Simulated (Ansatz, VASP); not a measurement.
# One calculation of Te3W, two programs

```
CELL_PARAMETERS angstrom
5.29852 0.00000 0.00000
0.00000 5.29852 0.00000
0.00000 0.00000 5.29852
ATOMIC_POSITIONS crystal
Te 0.00000 0.00000 0.50000
Te 0.00000 0.50000 0.00000
Te 0.50000 0.00000 0.00000
W 0.00000 0.00000 0.00000
```

Alike in both runs: functional PBEsol; k mesh 8 × 8 × 8; occupations fermi-dirac, width 0.15 eV; no spin polarisation.

Ansatz relaxed the structure, and its values are those at the end. VASP's run is a single point on that final structure, the one shown.

|  | VASP | Ansatz |
| --- | --- | --- |
| version | VASP 6.6.1 | Ansatz 0.2.0 |
| potentials or method | VASP PAW PBE potentials, release 64 (Te, W_sv), cutoff 520 eV | scalar-relativistic, plane waves, PAW |
| valence electrons in the cell | 32 | 62 |

|  | VASP | Ansatz | Ansatz less VASP |
| --- | --- | --- | --- |
| gap on the k mesh at the Fermi level (eV) | none | none | - |
| pressure (GPa) | 0.0 | 0.0 | -0.03 |

VASP's potentials were made for PBE, not for PBEsol. A gap of «none» marks a metal or a gap that the smearing closes. VASP's potentials hold 32 valence electrons a cell and Ansatz's 62, so a difference there can come from the potentials and not from the codes.

Spin-orbit coupling is off throughout.
